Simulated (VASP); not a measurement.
# In (I4/mmm) in VASP: single point with PBE+D3(BJ)

Aim: the single point of In with PBE+D3(BJ).

Everything below comes from runs of VASP 6.6.1. Logs are shortened: lines on timing, memory, paths and dates and some standing lists are left out, and cuts for length are marked.

## 1. The cell of the first run

The typed cell holds 1 atom: a = 3.329 Å, b = 3.329 Å, c = 3.329 Å, α = 120.02°, β = 120.02°, γ = 89.97°.

## 2. Single point, PBE+D3(BJ)

Contents of INCAR:

```
PREC = Accurate ; ENCUT = 520
EDIFF = 1E-6 ; ISMEAR = 0
SIGMA = 0.1 ; LREAL = False
LASPH = True ; NELM = 60
ALGO = Fast ; ISIF = 2
LWAVE = False ; LCHARG = False
GGA = PE ; IVDW = 12
NBANDS = 12
```

Contents of KPOINTS:

```
Automatic mesh
0
Gamma
  18 18 18
```

Contents of POSCAR:

```
In
1.0
   -1.6642657946      1.6642657946      2.3547997580
    1.6642657946     -1.6642657946      2.3547997580
    1.6642657946      1.6642657946     -2.3547997580
In
1
Direct
    0.0000000000      0.0000000000      0.0000000000
```

Potentials or basis: VASP PAW PBE potentials, release 64 (In_d).

Run with:

```console
$ cat potpaw_PBE.64/In_d/POTCAR > POTCAR
$ mpirun -np 1 vasp_std > vasp.out
```

OUTCAR:

```text
PREC = Accurate
   ENCUT = 520
   EDIFF = 1E-6
   ISMEAR = 0
   LREAL = False
   LASPH = True
   NELM = 60
   ISIF = 2
   GGA = PE
   IVDW = 12
 IVDW          = 12

 ion  position               nearest neighbor table
   1  0.000  0.000  0.000-

  LATTYP: Found a body centered tetragonal cell.
 ALAT       =     3.3285315892
 C/A-ratio  =     1.4149180772

  Lattice vectors:

 A1 = (  -1.6642657946,   1.6642657946,   2.3547997580)
 A2 = (   1.6642657946,  -1.6642657946,   2.3547997580)
 A3 = (   1.6642657946,   1.6642657946,  -2.3547997580)

Analysis of symmetry for initial positions (statically):
=====================================================================
 Subroutine PRICEL returns:
 Original cell was already a primitive cell.

 Routine SETGRP: Setting up the symmetry group for a
 body centered tetragonal supercell.

 Subroutine GETGRP returns: Found 16 space group operations
 (whereof 16 operations were pure point group operations)
 out of a pool of 16 trial point group operations.

The static configuration has the point symmetry D_4h.

Analysis of symmetry for dynamics (positions and initial velocities):
=====================================================================
 Subroutine PRICEL returns:
 Original cell was already a primitive cell.

 Routine SETGRP: Setting up the symmetry group for a
 body centered tetragonal supercell.

 Subroutine GETGRP returns: Found 16 space group operations
 (whereof 16 operations were pure point group operations)
 out of a pool of 16 trial point group operations.

The dynamic configuration has the point symmetry D_4h.

 Subroutine INISYM returns: Found 16 space group operations
 (whereof 16 operations are pure point group operations),
 and found     1 'primitive' translations

----------------------------------------------------------------------------------------

                                     Primitive cell

  volume of cell :      26.0891

  direct lattice vectors                    reciprocal lattice vectors
    -1.664265795  1.664265795  2.354799758     0.000000000  0.300432780  0.212332279
     1.664265795 -1.664265795  2.354799758     0.300432780  0.000000000  0.212332279
     1.664265795  1.664265795 -2.354799758     0.300432780  0.300432780  0.000000000

  length of vectors
     3.329360775  3.329360775  3.329360775     0.367892447  0.367892447  0.424876113

  position of ions in fractional coordinates (direct lattice)
     0.000000000  0.000000000  0.000000000

  ion indices of the primitive-cell ions
   primitive index   ion index
                 1           1

----------------------------------------------------------------------------------------

 KPOINTS: Automatic mesh

Automatic generation of k-mesh.
 Grid dimensions read from file:
 generate k-points for:   18   18   18

 Generating k-lattice:

  Cartesian coordinates                     Fractional coordinates (reciprocal lattice)
     0.000000000  0.016690710  0.011796238     0.055555556 -0.000000000  0.000000000
     0.016690710  0.000000000  0.011796238    -0.000000000  0.055555556  0.000000000
     0.016690710  0.016690710  0.000000000     0.000000000  0.000000000  0.055555556

  Length of vectors
     0.020438469  0.020438469  0.023604228

  Shift w.r.t. Gamma in fractional coordinates (k-lattice)
     0.000000000  0.000000000  0.000000000

 Subroutine IBZKPT returns following result:
 ===========================================

 Found    480 irreducible k-points:

 Following reciprocal coordinates:
            Coordinates               Weight
  0.000000  0.000000  0.000000      1.000000
  0.055556  0.000000 -0.000000      8.000000
  0.111111  0.000000 -0.000000      8.000000
  0.166667  0.000000 -0.000000      8.000000
  0.222222  0.000000 -0.000000      8.000000
  0.277778  0.000000 -0.000000      8.000000
[... 16 lines left out ...]
 -0.277778  0.055556  0.000000     16.000000
 -0.222222  0.055556  0.000000     16.000000
 [... further k-points ...]
   k-points           NKPTS =    480   k-points in BZ     NKDIM =    480   number of bands    NBANDS=     12
   number of dos      NEDOS =    301   number of ions     NIONS =      1
   total plane-waves  NPLWV =  21952
   dimension x,y,z NGX =    28 NGY =   28 NGZ =   28
   dimension x,y,z NGXF=    56 NGYF=   56 NGZF=   56
   ions per type =               1
   NGX,Y,Z   is equivalent  to a cutoff of  13.98, 13.98, 13.98 a.u.
   NGXF,Y,Z  is equivalent  to a cutoff of  27.96, 27.96, 27.96 a.u.
 SYSTEM =  unknown system
   PREC   = accura    normal or accurate (medium, high low for compatibility)
   ISTART =      0    job   : 0-new  1-cont  2-samecut
   ICHARG =      2    charge: 1-file 2-atom 10-const
   ISPIN  =      1    spin polarized calculation?
   LNONCOLLINEAR =      F non collinear calculations
   LSORBIT =      F    spin-orbit coupling
   LASPH  =      T    aspherical Exc in radial PAW
   ENCUT  =  520.0 eV  38.22 Ry    6.18 a.u.   6.19  6.19  6.19*2*pi/ulx,y,z
   NELM   =     60;   NELMIN=  2; NELMDL= -5     # of ELM steps
   EDIFF  = 0.1E-05   stopping-criterion for ELM
   LREAL  =      F    real-space projection
   EDIFFG = 0.1E-04   stopping-criterion for IOM
   NSW    =      0    number of steps for IOM
   IBRION =     -1    ionic relax: 0-MD 1-quasi-New 2-CG
   NFREE  =      0    steps in history (QN), initial steepest desc. (CG)
   ISIF   =      2    stress and relaxation
   ISYM   =      2    0-nonsym 1-usesym 2-fastsym
   POTIM  = 0.5000    time-step for ionic-motion
   TEBEG  =    0.0;   TEEND  =   0.0 temperature during run
   PSTRESS=    0.0 pullay stress
   NELECT =      13.0000    total number of electrons
   NUPDOWN=      -1.0000    fix difference up-down
   EMIN   =  10.00;   EMAX   =-10.00  energy-range for DOS
   EFERMI =   0.00;   METHOD = LEGACY
   ISMEAR =     0;   SIGMA  =   0.10  broadening in eV -4-tet -1-fermi 0-gaus
   EFERMI_NEDOS =   21; number of points for ismear=-14 and -15
   IALGO  =     68    algorithm
   IMIX   =      4    mixing-type and parameters
     AMIX     =   0.40;   BMIX     =  1.00
     AMIX_MAG =   1.60;   BMIX_MAG =  1.00
  volume/ion in A,a.u.               =      26.09       176.06
  Fermi-wavevector in a.u.,A,eV,Ry     =   1.297885  2.452647 22.919083  1.684505
  Thomas-Fermi vector in A             =   2.429249
   LORBIT       =      0    0 simple, 1 ext, 2 COOP (PROOUT), +10 PAW based schemes
   GGA     = PE    functional components
   LHFCALC =     F    Hartree Fock is set to
   AEXX    =    0.0000 exact exchange contribution
   IVDW    =    12    specifies the selected vdW correction
   LEPSILON=     F    determine dielectric tensor
   LRPA    =     F    only Hartree local field effects (RPA)
 non-spin polarized calculation
 RMM-DIIS sequential band-by-band and
 Gauss-broadening in eV      SIGMA  =   0.10
  energy-cutoff  :      520.00
  volume of cell :       26.09
 maximum number of plane-waves:       725
 NGX is ok and might be reduce to    28
   NGX = 13   NGY = 13   NGZ = 13

 number of electron      13.0000004 magnetization

 Free energy of the ion-electron system (eV)
  ---------------------------------------------------
  ext. energy  EPLUGINS =         0.00000000
  ---------------------------------------------------
  free energy    TOTEN  =        -2.55325904 eV

  energy without entropy =       -2.55100812  energy(sigma->0) =       -2.55213358

 E-fermi :   7.5680     XC(G=0): -10.2664

 val. band max:        7.5673452078   @ k =   0.2778   0.2778   0.1667
 cond. band min:       7.5711289314   @ k =   0.2778   0.2778   0.1111
 fundamental gap:      0.0037837237
 Fermi energy:         7.5680445348

 k-point     1 :       0.0000    0.0000    0.0000
  band No.  band energies     occupation
      1      -7.0824      2.00000
      2      -7.0818      2.00000
      3      -7.0818      2.00000
      4      -6.9098      2.00000
      5      -6.9091      2.00000
      6      -2.0081      2.00000
      7      18.1552      0.00000
      8      18.1552      0.00000
      9      18.1565      0.00000
     10      19.0784      0.00000
     11      21.5667      0.00000
     12      21.5673      0.00000

 k-point     2 :       0.0556    0.0000   -0.0000
  band No.  band energies     occupation
      1      -7.0829      2.00000
      2      -7.0767      2.00000
      3      -7.0763      2.00000
      4      -6.9105      2.00000
      5      -6.9098      2.00000
      6      -1.9405      2.00000
      7      17.2226      0.00000
      8      18.0271      0.00000
      9      18.0274      0.00000
     10      18.9385      0.00000
     11      21.7834      0.00000
     12      21.7835      0.00000

 k-point     3 :       0.1111    0.0000   -0.0000
  band No.  band energies     occupation
      1      -7.0858      2.00000
      2      -7.0625      2.00000
      3      -7.0621      2.00000
      4      -6.9109      2.00000
      5      -6.9102      2.00000
      6      -1.7366      2.00000
      7      15.4106      0.00000
      8      17.7159      0.00000
      9      17.7169      0.00000
     10      18.8672      0.00000
     11      22.3536      0.00000
     12      22.3570      0.00000
[... 286 lines left out ...]
 k-point    23 :      -0.2778    0.0556    0.0000
  band No.  band energies     occupation
      1      -7.1117      2.00000
      2      -7.0390      2.00000
      3      -7.0301      2.00000
      4      -6.8907      2.00000
      5      -6.8441      2.00000
      6      -0.4464      2.00000
      7      10.4458      0.00000
      8      15.8882      0.00000
      9      16.7857      0.00000
     10      18.7723      0.00000
     11      20.7384      0.00000
     12      22.4285      0.00000

 k-point    24 :      -0.2222    0.0556    0.0000
  band No.  band energies     occupation
      1      -7.1035      2.00000
      2      -7.0356      2.00000
      3      -7.0298      2.00000
      4      -6.9172      2.00000
      5      -6.8741      2.00000
      6      -1.0260      2.00000
      7      12.2719      0.00000
      8      16.2025      0.00000
      9      17.1314      0.00000
     10      19.1201      0.00000
     11      20.8822      0.00000
     12      22.4704      0.00000

 [... further k-points ...]

------------------------ aborting loop because EDIFF is reached ----------------------------------------

 Edisp (eV)   -0.33915

 E8    (eV) :    -0.1693

  FORCE on cell =-STRESS in cart. coord.  units (eV):
  Direction    XX          YY          ZZ          XY          YZ          ZX
  --------------------------------------------------------------------------------------
  -------------------------------------------------------------------------------------
  Total      -0.01565    -0.01565    -0.01670     0.00000     0.00000     0.00000
  in kB      -0.96079    -0.96079    -1.02567     0.00000     0.00000     0.00000
  external pressure =       -0.98 kB  Pullay stress =        0.00 kB

 VOLUME and BASIS-vectors are now :
 -----------------------------------------------------------------------------
  energy-cutoff  :      520.00
  volume of cell :       26.09
      direct lattice vectors                 reciprocal lattice vectors
    -1.664265795  1.664265795  2.354799758     0.000000000  0.300432780  0.212332279
     1.664265795 -1.664265795  2.354799758     0.300432780  0.000000000  0.212332279
     1.664265795  1.664265795 -2.354799758     0.300432780  0.300432780  0.000000000

 POSITION                                       TOTAL-FORCE (eV/Angst)
 -----------------------------------------------------------------------------------
      0.00000      0.00000      0.00000        -0.000000      0.000000     -0.000000
 -----------------------------------------------------------------------------------
    total drift:                                0.000000     -0.000000     -0.000000

  FREE ENERGIE OF THE ION-ELECTRON SYSTEM (eV)
  ---------------------------------------------------
  free  energy   TOTEN  =        -2.8924133679 eV

  energy  without entropy=       -2.8901624454  energy(sigma->0) =       -2.89128791
```

Wall time 2.3 min (1 thread of Intel Xeon Platinum 8375C at 2.90GHz (Ice Lake), shared host); peak memory 0.28 GiB.

Results:

```yaml
Free_energy: -2.8924 eV
Pressure: -0.1 GPa
Dispersion_energy_per_atom: -0.339 eV
```

Caveat: spin-orbit coupling is left out, which moves the levels of the heavy elements; pairwise dispersion overbinds metals, which lowers pressure and volume.
